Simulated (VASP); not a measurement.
# K2S (Fm-3m) in VASP: notebook

The runs below take K2S through relaxation of cell and atoms, with PBEsol.

Program: VASP 6.6.1. These are calculated values, not measurements. Logs are shortened: lines on timing, memory, paths and dates and some standing lists are left out, and cuts for length are marked.

## (1) The cell of the first run

The structure is cubic, space group Fm-3m (No. 225). The conventional cell has a = 7.336 Å, b = 7.336 Å, c = 7.336 Å, α = 90.00°, β = 90.00°, γ = 90.00°. K (site symmetry -43m) has 4 S at 3.18 Å and 6 K at 3.67 Å within 4.2 Å. S (site symmetry m-3m) has 8 K at 3.18 Å within 4.2 Å.

## (2) Relaxation of cell and atoms, PBEsol, target pressure 2 GPa, at which the enthalpy is minimised

The input, INCAR:

```
  ALGO = Normal
  EDIFF = 1E-7
  EDIFFG = -0.002
  ENCUT = 500
  GGA = PS
  GGA_COMPAT = False
  IBRION = 2
  ISIF = 3
  ISMEAR = 0
  LASPH = True
  LCHARG = False
  LREAL = False
  LWAVE = False
  NELM = 120
  NELMIN = 4
  NSW = 100
  PREC = Accurate
  PSTRESS = 20.0
  SIGMA = 0.01
```

The input, KPOINTS:

```
k-points
0
Gamma
  6 6 6
```

The input, POSCAR:

```
K2S
1.0
    3.6679106412      3.6679106412      0.0000000000
   -3.6679106412      3.6679106412      0.0000000000
    0.0000000000      3.6679106412      3.6679106412
K S
2 1
Direct
    0.2500000000      0.7500000000      0.5000000000
    0.7500000000      0.2500000000      0.5000000000
    0.0000000000      0.0000000000      0.0000000000
```

Potentials or basis: VASP PAW PBE potentials, release 64 (K_sv, S).

Run with:

```
$ cat potpaw_PBE.64/K_sv/POTCAR potpaw_PBE.64/S/POTCAR > POTCAR
$ mpirun -np 1 vasp_std > vasp.out
```

OUTCAR:

```text
EDIFF = 1E-7
   EDIFFG = -0.002
   ENCUT = 500
   GGA = PS
   IBRION = 2
   ISIF = 3
   ISMEAR = 0
   LASPH = True
   LREAL = False
   NELM = 120
   NELMIN = 4
   NSW = 100
   PREC = Accurate
   PSTRESS = 20.0

 ion  position               nearest neighbor table
   1  0.250  0.750  0.500-   3 3.18   3 3.18   3 3.18   3 3.18   2 3.67   2 3.67   2 3.67   2 3.67
                             2 3.67   2 3.67
   2  0.750  0.250  0.500-   3 3.18   3 3.18   3 3.18   3 3.18   1 3.67   1 3.67   1 3.67   1 3.67
                             1 3.67   1 3.67
   3  0.000  0.000  0.000-   2 3.18   1 3.18   1 3.18   2 3.18   1 3.18   2 3.18   2 3.18   1 3.18

  LATTYP: Found a face centered cubic cell.
 ALAT       =     7.3358212824

  Lattice vectors:

 A1 = (   0.0000000000,   3.6679106412,   3.6679106412)
 A2 = (   3.6679106412,   0.0000000000,   3.6679106412)
 A3 = (   3.6679106412,   3.6679106412,   0.0000000000)

Analysis of symmetry for initial positions (statically):
=====================================================================
 Subroutine PRICEL returns:
 Original cell was already a primitive cell.

 Routine SETGRP: Setting up the symmetry group for a
 face centered cubic supercell.

 Subroutine GETGRP returns: Found 48 space group operations
 (whereof 48 operations were pure point group operations)
 out of a pool of 48 trial point group operations.

The static configuration has the point symmetry O_h .

Analysis of symmetry for dynamics (positions and initial velocities):
=====================================================================
 Subroutine PRICEL returns:
 Original cell was already a primitive cell.

 Routine SETGRP: Setting up the symmetry group for a
 face centered cubic supercell.

 Subroutine GETGRP returns: Found 48 space group operations
 (whereof 48 operations were pure point group operations)
 out of a pool of 48 trial point group operations.

The dynamic configuration has the point symmetry O_h .

 Subroutine INISYM returns: Found 48 space group operations
 (whereof 48 operations are pure point group operations),
 and found     1 'primitive' translations

----------------------------------------------------------------------------------------

                                     Primitive cell

  volume of cell :      98.6930

  direct lattice vectors                    reciprocal lattice vectors
     3.667910641  3.667910641  0.000000000     0.136317389  0.136317389 -0.136317389
    -3.667910641  3.667910641  0.000000000    -0.136317389  0.136317389 -0.136317389
     0.000000000  3.667910641  3.667910641     0.000000000  0.000000000  0.272634777

  length of vectors
     5.187208974  5.187208974  5.187208974     0.236108643  0.236108643  0.272634777

  position of ions in fractional coordinates (direct lattice)
     0.250000000  0.750000000  0.500000000
     0.750000000  0.250000000  0.500000000
     0.000000000  0.000000000  0.000000000

  ion indices of the primitive-cell ions
   primitive index   ion index
                 1           1
                 2           2
                 3           3

----------------------------------------------------------------------------------------

 KPOINTS: k-points

Automatic generation of k-mesh.
 Grid dimensions read from file:
 generate k-points for:    6    6    6

 Generating k-lattice:

  Cartesian coordinates                     Fractional coordinates (reciprocal lattice)
     0.022719565  0.022719565 -0.022719565     0.166666667  0.000000000  0.000000000
    -0.022719565  0.022719565 -0.022719565     0.000000000  0.166666667  0.000000000
     0.000000000  0.000000000  0.045439130     0.000000000  0.000000000  0.166666667

  Length of vectors
     0.039351440  0.039351440  0.045439130

  Shift w.r.t. Gamma in fractional coordinates (k-lattice)
     0.000000000  0.000000000  0.000000000

 Subroutine IBZKPT returns following result:
 ===========================================

 Found     16 irreducible k-points:

 Following reciprocal coordinates:
            Coordinates               Weight
  0.000000  0.000000  0.000000      1.000000
  0.166667  0.000000  0.000000      8.000000
  0.333333  0.000000  0.000000      8.000000
  0.500000  0.000000  0.000000      4.000000
  0.166667  0.166667  0.000000     12.000000
  0.333333  0.166667  0.000000     24.000000
[... 8 lines left out ...]
  0.500000  0.333333  0.166667     24.000000
  0.500000  0.500000  0.166667     12.000000
   k-points           NKPTS =     16   k-points in BZ     NKDIM =     16   number of bands    NBANDS=     16
   number of dos      NEDOS =    301   number of ions     NIONS =      3
   total plane-waves  NPLWV =  64000
   dimension x,y,z NGX =    40 NGY =   40 NGZ =   40
   dimension x,y,z NGXF=    80 NGYF=   80 NGZF=   80
   ions per type =               2   1
   NGX,Y,Z   is equivalent  to a cutoff of  12.82, 12.82, 12.82 a.u.
   NGXF,Y,Z  is equivalent  to a cutoff of  25.64, 25.64, 25.64 a.u.
 SYSTEM =  unknown system
   PREC   = accura    normal or accurate (medium, high low for compatibility)
   ISTART =      0    job   : 0-new  1-cont  2-samecut
   ICHARG =      2    charge: 1-file 2-atom 10-const
   ISPIN  =      1    spin polarized calculation?
   LNONCOLLINEAR =      F non collinear calculations
   LSORBIT =      F    spin-orbit coupling
   LASPH  =      T    aspherical Exc in radial PAW
   ENCUT  =  500.0 eV  36.75 Ry    6.06 a.u.   9.46  9.46  9.46*2*pi/ulx,y,z
   NELM   =    120;   NELMIN=  4; NELMDL= -5     # of ELM steps
   EDIFF  = 0.1E-06   stopping-criterion for ELM
   LREAL  =      F    real-space projection
   EDIFFG = -.2E-02   stopping-criterion for IOM
   NSW    =    100    number of steps for IOM
   IBRION =      2    ionic relax: 0-MD 1-quasi-New 2-CG
   NFREE  =      1    steps in history (QN), initial steepest desc. (CG)
   ISIF   =      3    stress and relaxation
   ISYM   =      2    0-nonsym 1-usesym 2-fastsym
   POTIM  = 0.5000    time-step for ionic-motion
   TEBEG  =    0.0;   TEEND  =   0.0 temperature during run
   PSTRESS=   20.0 pullay stress
   NELECT =      24.0000    total number of electrons
   NUPDOWN=      -1.0000    fix difference up-down
   EMIN   =  10.00;   EMAX   =-10.00  energy-range for DOS
   EFERMI =   0.00;   METHOD = LEGACY
   ISMEAR =     0;   SIGMA  =   0.01  broadening in eV -4-tet -1-fermi 0-gaus
   EFERMI_NEDOS =   21; number of points for ismear=-14 and -15
   IALGO  =     38    algorithm
   IMIX   =      4    mixing-type and parameters
     AMIX     =   0.40;   BMIX     =  1.00
     AMIX_MAG =   1.60;   BMIX_MAG =  1.00
  volume/ion in A,a.u.               =      32.90       222.00
  Fermi-wavevector in a.u.,A,eV,Ry     =   1.021841  1.930999 14.206636  1.044158
  Thomas-Fermi vector in A             =   2.155487
   LORBIT       =      0    0 simple, 1 ext, 2 COOP (PROOUT), +10 PAW based schemes
   GGA     = PS    functional components
   LHFCALC =     F    Hartree Fock is set to
   AEXX    =    0.0000 exact exchange contribution
   IVDW    =     0    specifies the selected vdW correction
   LEPSILON=     F    determine dielectric tensor
   LRPA    =     F    only Hartree local field effects (RPA)
 conjugate gradient relaxation of ions
 non-spin polarized calculation
 Gauss-broadening in eV      SIGMA  =   0.01
  energy-cutoff  :      500.00
  volume of cell :       98.69
 maximum number of plane-waves:      2541
 NGX is ok and might be reduce to    40
   NGX = 19   NGY = 19   NGZ = 19

--------------------------------------- Ionic step        1  -------------------------------------------

 number of electron      23.9999997 magnetization

 Free energy of the ion-electron system (eV)
  ---------------------------------------------------
  ext. energy  EPLUGINS =         0.00000000
  ---------------------------------------------------
  free energy    TOTEN  =        -9.86355913 eV

  energy without entropy =       -9.86355913  energy(sigma->0) =       -9.86355913

------------------------ aborting loop because EDIFF is reached ----------------------------------------

  FORCE on cell =-STRESS in cart. coord.  units (eV):
  Direction    XX          YY          ZZ          XY          YZ          ZX
  --------------------------------------------------------------------------------------
  -------------------------------------------------------------------------------------
  Total        0.0377611      0.0377611      0.0377611      0.0000000      0.0000000      0.0000000
  in kB        0.6130114      0.6130114      0.6130114      0.0000000      0.0000000      0.0000000
  external PRESSURE =     -19.3869886 kB  Pullay stress =      20.0000000 kB
[... 24 lines left out ...]
  enthalpy is  TOTEN    =        -8.6315734804 eV   P V=        1.2319856494

--------------------------------------- Ionic step        2  -------------------------------------------

 number of electron      24.0000003 magnetization

 E-fermi :  -0.0687     XC(G=0):  -7.8361

 val. band max:       -0.1395625752   @ k =   0.5000   0.5000   0.0000
 cond. band min:       2.3467474090   @ k =   0.0000   0.0000   0.0000
 fundamental gap:      2.4863099842
 Fermi energy:        -0.0687103873

 k-point     1 :       0.0000    0.0000    0.0000
  band No.  band energies     occupation
      1     -29.0253      2.00000
      2     -28.9062      2.00000
      3     -12.7192      2.00000
      4     -12.7192      2.00000
      5     -12.7192      2.00000
      6     -12.4107      2.00000
[... 8 lines left out ...]
     15       5.2642      0.00000
     16       7.6016      0.00000
[... 397 lines left out ...]
  enthalpy is  TOTEN    =        -8.6806079798 eV   P V=        1.1372636918

--------------------------------------- Ionic step        5  -------------------------------------------

 number of electron      24.0000002 magnetization

 Free energy of the ion-electron system (eV)
  ---------------------------------------------------
  ext. energy  EPLUGINS =         0.00000000
  ---------------------------------------------------
  free energy    TOTEN  =        -9.81831907 eV

  energy without entropy =       -9.81831907  energy(sigma->0) =       -9.81831907

 E-fermi :   0.0792     XC(G=0):  -7.9214

 val. band max:       -0.0547346924   @ k =   0.5000   0.5000   0.0000
 cond. band min:       2.4834452016   @ k =   0.0000   0.0000   0.0000
 fundamental gap:      2.5381798940
 Fermi energy:         0.0792485688

 k-point     1 :       0.0000    0.0000    0.0000
  band No.  band energies     occupation
      1     -28.9101      2.00000
      2     -28.7806      2.00000
      3     -12.6122      2.00000
      4     -12.6122      2.00000
      5     -12.6122      2.00000
      6     -12.2856      2.00000
[... 8 lines left out ...]
     15       5.3405      0.00000
     16       7.7582      0.00000
[... 313 lines left out ...]
  FREE ENERGIE OF THE ION-ELECTRON SYSTEM (eV)
  ---------------------------------------------------
  free  energy   TOTEN  =        -9.8183190731 eV

  energy  without entropy=       -9.8183190731  energy(sigma->0) =       -9.81831907

  enthalpy is  TOTEN    =        -8.6806096209 eV   P V=        1.1377094522

 reached required accuracy - stopping structural energy minimisation
```

Run time: 3.5 min. Hardware: 1 thread of Intel Xeon 8259CL, shared host; peak memory 0.25 GiB.

What came out:

```yaml
Free_energy: -9.8183 eV
Relaxed_volume: 30.38 Å³/atom
Relaxed_cell: a = 5.051 Å, b = 5.051 Å, c = 5.051 Å, α = 60.00°, β = 60.00°, γ = 90.00°
Space_group_after_relaxing_to_0.05_Å: Fm-3m (No. 225)
Energy_change_on_relaxing_the_enthalpy_is_what_falls: +15.1 meV/atom
Ionic_steps: 5
Pressure_after_relaxing: 2.0 GPa
Band_gap_on_the_k_mesh: 2.54 eV, indirect (least direct gap 2.86 eV)
```

Step by step:
| step | energy change (eV) | largest force (eV/Å) | pressure (GPa) | volume (Å³) |
| --- | --- | --- | --- | --- |
| 1 | 0.0000 | 0.0000 | 0.06 | 98.69 |
| 2 | 0.0243 | 0.0000 | 1.41 | 93.12 |
| 3 | 0.0439 | 0.0000 | 1.96 | 91.25 |
| 4 | 0.0457 | 0.0000 | 2.01 | 91.10 |
| 5 | 0.0452 | 0.0000 | 2.00 | 91.14 |

Final structure:
```
K S
1.0
     3.57186    3.57186    0.00000
    -3.57186    3.57186    0.00000
     0.00000    3.57186    3.57186
K S
2 1
Direct
  0.25000 0.75000 0.50000
  0.75000 0.25000 0.50000
  0.00000 0.00000 0.00000
```

Levels at points of the mesh, in eV from the valence-band top:
```csv
k point,band 8,band 9,band 10,band 11,band 12,band 13,band 14,band 15,band 16
"(0.00, 0.00, 0.00)",-12.23,-9.70,-0.32,-0.32,-0.32,2.54,5.40,5.40,7.81
"(0.50, 0.00, 0.00)",-12.40,-9.37,-0.70,-0.12,-0.12,4.81,5.43,5.90,5.90
"(0.50, 0.50, 0.00)",-12.13,-9.31,-0.89,0.00,0.00,3.42,5.40,6.67,7.10
```

Caveat: the cell is relaxed towards a set pressure, so the enthalpy falls and the energy may rise; the PAW data sets were made with another functional, which shifts forces and pressure a little. A k mesh can miss the band edges.

## (3) Relaxation of cell and atoms, PBEsol, target pressure 4 GPa, at which the enthalpy is minimised

The input, INCAR:

```
SYSTEM = K2S
ALGO     = Normal         ! electronic algorithm
EDIFF    = 1E-7           ! SCF threshold, eV
EDIFFG   = -0.002         ! ionic threshold
ENCUT    = 500            ! plane-wave cutoff, eV
GGA      = PS             ! functional
GGA_COMPAT= .FALSE.      
IBRION   = 2              ! ionic algorithm
ISIF     = 3              ! what is computed and relaxed
ISMEAR   = 0              ! smearing method
LASPH    = .TRUE.         ! aspherical terms in the spheres
LCHARG   = .FALSE.        ! write CHGCAR
LREAL    = .FALSE.        ! projectors in reciprocal space
LWAVE    = .FALSE.        ! write WAVECAR
NELM     = 120            ! most SCF steps
NELMIN   = 4            
NSW      = 100            ! ionic steps
PREC     = Accurate       ! precision mode
PSTRESS  = 40.0         
SIGMA    = 0.01           ! smearing width, eV
```

The input, KPOINTS:

```
k-points
0
G
  6 6 6
  0 0 0
```

POSCAR is that of step 2.

Potentials or basis: VASP PAW PBE potentials, release 64 (K_sv, S).

Run with:

```
$ cat potpaw_PBE.64/K_sv/POTCAR potpaw_PBE.64/S/POTCAR > POTCAR
$ mpirun -np 1 vasp_std > vasp.out
```

It took 3.6 min on 1 thread of Intel Xeon 8259CL, shared host; peak memory 0.26 GiB.

It converged, with:

```
Free energy                                            : -9.7183 eV
Relaxed volume                                         : 28.57 Å³/atom
Relaxed cell                                           : a = 4.949 Å, b = 4.949 Å, c = 4.949 Å, α = 60.00°, β = 60.00°, γ = 90.00°
Space group after relaxing (to 0.05 Å)                 : Fm-3m (No. 225)
Energy change on relaxing (the enthalpy is what falls) : +48.4 meV/atom
Ionic steps                                            : 5
Pressure after relaxing                                : 4.0 GPa
Band gap on the k mesh                                 : 2.69 eV, indirect (least direct gap 3.09 eV)
```

Step by step:
| step | energy change (eV) | largest force (eV/Å) | pressure (GPa) | volume (Å³) |
| --- | --- | --- | --- | --- |
| 1 | 0.0000 | 0.0000 | 0.06 | 98.69 |
| 2 | 0.1029 | 0.0000 | 3.24 | 87.59 |
| 3 | 0.1426 | 0.0000 | 3.96 | 85.81 |
| 4 | 0.1487 | 0.0000 | 4.06 | 85.57 |
| 5 | 0.1453 | 0.0000 | 4.00 | 85.70 |

Final structure:
```yaml
crystal:
  lattice:
    - [3.49937, 3.49937, 0.00000]
    - [-3.49937, 3.49937, 0.00000]
    - [0.00000, 3.49937, 3.49937]
  atoms:
    - { symbol: K, position: [0.25000, 0.75000, 0.50000] }
    - { symbol: K, position: [0.75000, 0.25000, 0.50000] }
    - { symbol: S, position: [0.00000, 0.00000, 0.00000] }
```

Levels at points of the mesh, in eV from the valence-band top:
| k point | band 10 | band 11 | band 12 | band 13 | band 14 | band 15 |
| --- | --- | --- | --- | --- | --- | --- |
| (0.00, 0.00, 0.00) | -0.41 | -0.41 | -0.41 | 2.69 | 5.36 | 5.36 |
| (0.50, 0.00, 0.00) | -0.74 | -0.17 | -0.17 | 4.89 | 5.72 | 5.95 |
| (0.50, 0.50, 0.00) | -0.97 | 0.00 | 0.00 | 3.40 | 5.49 | 6.70 |

Caveat: the cell is relaxed towards a set pressure, so the enthalpy falls and the energy may rise; the PAW data sets were made with another functional, which shifts forces and pressure a little. A hybrid or GW would open this gap; PBEsol tends to underestimate it.
